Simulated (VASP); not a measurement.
Input of a VASP 6.6.1 run:

File INCAR:

```
SYSTEM = MnSb
  PREC = Accurate
  ENCUT = 680
  EDIFF = 1E-6
  ISMEAR = -1
  SIGMA = 0.05
  LREAL = .FALSE.
  LASPH = .TRUE.
  NELM = 200
  ALGO = Normal
  ISIF = 2
  LWAVE = .FALSE.
  LCHARG = .FALSE.
  ISPIN = 2
  MAGMOM = 0 0 6 6
  LORBIT = 11
  NUPDOWN = 12.0
  LMAXMIX = 4
  GGA = PE
  NBANDS = 42
  GGA_COMPAT = .FALSE.
```

KPOINTS

```
regular mesh
0
G
  6 6 4
  0 0 0
```

POSCAR

```
MnSb
1.0
    4.1500000000      0.0000000000      0.0000000000
   -2.0750000000      3.5940054257      0.0000000000
    0.0000000000      0.0000000000      5.7800000000
Sb Mn
2 2
Direct
    0.6666666667      0.3333333333      0.7500000000
    0.3333333333      0.6666666667      0.2500000000
    0.0000000000      0.0000000000      0.5000000000
    0.0000000000      0.0000000000      0.0000000000
```

Potentials or basis: VASP PAW PBE potentials, release 64 (Sb_d_GW, Mn_sv).

Command:

```bash
$ cat potpaw_PBE.64/Sb_d_GW/POTCAR potpaw_PBE.64/Mn_sv/POTCAR > POTCAR
$ mpirun -np 1 vasp_std > vasp.out
```

(1) What does it give for the pressure?

## Answers

(1) 20.1 GPa.

Caveat: the cell stands under pressure; the total moment is fixed, so each spin has its own Fermi level and the state may be an excited one.
